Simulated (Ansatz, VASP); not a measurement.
**MgO2: VASP beside Ansatz**

```
Mg O
1.0
     1.57896    0.91161    3.45939
    -1.57896    0.91161    3.45939
     0.00000   -1.82322    3.45939
Mg O
1 2
Direct
  0.00000 0.00000 0.00000
  0.42909 0.42909 0.42909
  0.57091 0.57091 0.57091
```

Alike in both runs: functional r2SCAN; k mesh 6 × 6 × 6; occupations gaussian, width 0.1 eV; no spin polarisation.

Ansatz relaxed the structure, and its values are those at the end. VASP's run is a single point on that final structure, the one shown.

```csv
,VASP,Ansatz
version,VASP 6.6.1,Ansatz 0.2.0
potentials or method,"VASP PAW PBE potentials, release 64 (Mg_sv, O), cutoff 750 eV","scalar-relativistic, plane waves, PAW"
valence electrons in the cell,22,22
```

|  | VASP | Ansatz | Ansatz less VASP |
| --- | --- | --- | --- |
| gap on the k mesh at the Fermi level (eV) | 3.15 | 3.17 | +0.020 |
| least direct gap on the mesh (eV) | 3.15 | 3.17 | +0.020 |
| pressure (GPa) | 0.4 | 0.1 | -0.32 |
| rms of the force components (eV/Å) | 0.100 | 0.004 | -0.0961 |

VASP's potentials were made for PBE, not for r2SCAN. With one functional, cell and mesh, what is left measures potentials, basis and numerics.
